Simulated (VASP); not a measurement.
Write the native input for VASP 6.6.1 that does the following.

| Property | Result |
| --- | --- |
| Task | single point |
| Functional | PBE |
| Potentials or basis | VASP PAW PBE potentials, release 64 (Be, S) |
| Cutoff | 520 eV |
| k mesh | 8 × 8 × 8 |
| Occupations | gaussian, width 0.01 eV |
| Spin | no spin polarisation |
| Dipole correction | no |
| Further INCAR settings | ALGO = Normal; EDIFF = 1e-06; NBANDS = 11 |

The structure of BeS lies in POSCAR:

```
BeS
1.0
    0.0000000000      2.3536341701      2.3536341701
    2.3536341701      0.0000000000      2.3536341701
    2.3536341701      2.3536341701      0.0000000000
Be S
1 1
Direct
    0.0000000000      0.0000000000      0.0000000000
    0.7500000000      0.7500000000      0.7500000000
```

One way to write it, as run:

INCAR

```
SYSTEM = BeS
ALGO     = Normal         ! electronic algorithm
EDIFF    = 1E-6           ! SCF threshold, eV
ENCUT    = 520            ! plane-wave cutoff, eV
GGA      = PE             ! functional
ISIF     = 2              ! what is computed and relaxed
ISMEAR   = 0              ! smearing method
LASPH    = .True.         ! aspherical terms in the spheres
LCHARG   = .True.         ! write CHGCAR
LELF     = .True.         ! ELF
LREAL    = .False.        ! projectors in reciprocal space
LVHAR    = .True.       
LWAVE    = .False.        ! write WAVECAR
NBANDS   = 11             ! bands
NELM     = 80             ! most SCF steps
PREC     = Accurate       ! precision mode
SIGMA    = 0.01           ! smearing width, eV
```

KPOINTS

```
k-points
0
Gamma
  8 8 8
  0 0 0
```

Potentials or basis: VASP PAW PBE potentials, release 64 (Be, S).

The run is started by

```sh
$ cat potpaw_PBE.64/Be/POTCAR potpaw_PBE.64/S/POTCAR > POTCAR
$ mpirun -np 1 vasp_std > vasp.out
```

It gave:

```
Pressure               : 12.0 GPa
Band gap on the k mesh : 2.89 eV, indirect (least direct gap 5.61 eV)
```

Run time: 8.8 s on 1 thread of AMD EPYC 7R13 Processor (Zen 3) (shared host), peak memory 0.12 GiB.
